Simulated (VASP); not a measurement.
Write the native input for VASP 6.6.1 that does the following.

| Item | Value |
| --- | --- |
| Task | single point |
| Functional | PBE |
| Potentials or basis | VASP PAW PBE potentials, release 64 (K_sv) |
| Cutoff | 520 eV |
| k mesh | 7 × 7 × 4 |
| Occupations | fermi-dirac, width 0.05 eV |
| Spin | no spin polarisation |
| Dipole correction | no |
| Further INCAR settings | ALGO = Normal; EDIFF = 1e-07; NBANDS = 16 |

The structure of K lies in POSCAR:

```
K
1.0
    4.7304326679      0.0000000000      0.0000000000
   -2.3652163340      4.0966748613      0.0000000000
    0.0000000000      0.0000000000      7.7774195935
K
2
Direct
    0.6666666667      0.3333333333      0.7500000000
    0.3333333333      0.6666666667      0.2500000000
```

This isn't the form of K at room conditions, which is bcc.

These files were run (other wordings do the same):

INCAR

```
SYSTEM = K
PREC = Accurate
ENCUT = 520
EDIFF = 1E-7
ISMEAR = -1
SIGMA = 0.05
LREAL = .False.
LASPH = .True.
NELM = 80
ALGO = Normal
ISIF = 2
LWAVE = .False.
LCHARG = .True.
GGA = PE
LELF = .True.
LVHAR = .True.
NBANDS = 16
```

KPOINTS

```
Automatic mesh
0
Gamma
  7 7 4
  0 0 0
```

Potentials or basis: VASP PAW PBE potentials, release 64 (K_sv).

Run with:

```console
$ cat potpaw_PBE.64/K_sv/POTCAR > POTCAR
$ mpirun -np 1 vasp_std > vasp.out
```

It gave:

| Item | Value |
| --- | --- |
| Pressure | -0.1 GPa |
| Band gap on the k mesh | zero (bands 9 and 10 overlap by 2.20 eV) |

Run time: 55 s on 1 thread of Intel Xeon 8259CL, on a shared host, peak memory 0.26 GiB.
